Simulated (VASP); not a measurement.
A run of VASP 6.6.1:

Contents of INCAR:

```
PREC = Accurate
ENCUT = 600
EDIFF = 1E-6
ISMEAR = 0
SIGMA = 0.1
LREAL = False
LASPH = True
NELM = 200
ALGO = Normal
ISIF = 2
LWAVE = False
LCHARG = True
ISPIN = 2
MAGMOM = 2.6 2.87 2.87 1.99
LORBIT = 11
LMAXMIX = 4
GGA = PS
LELF = True
LVHAR = True
NBANDS = 28
GGA_COMPAT = False
```

The input KPOINTS:

```
regular mesh
0
Gamma
  1 1 1
```

The input POSCAR:

```
Fe3Co
1.0
    4.0235794450      0.0000000000      0.0000000000
    0.0000000000      4.0235794450      0.0000000000
    0.0000000000      0.0000000000      2.8277051700
Fe Co
3 1
Direct
    0.5000000000      0.5000000000      0.0000000000
    0.5000000000      0.0000000000      0.5000000000
    0.0000000000      0.5000000000      0.5000000000
    0.0000000000      0.0000000000      0.0000000000
```

Potentials or basis: VASP PAW PBE potentials, release 64 (Fe, Co).

Command:

```sh
$ cat potpaw_PBE.64/Fe/POTCAR potpaw_PBE.64/Co/POTCAR > POTCAR
$ mpirun -np 1 vasp_gam > vasp.out
```

Hardware: 1 thread of Oxide Virtual Turin-like Processor, with other jobs on the host.

Q: Estimate the wall time of this run.

A: Run time: 20 s on 1 thread of Oxide Virtual Turin-like Processor (shared host), peak memory 0.13 GiB. Counts: scf iterations 19, k points 1.
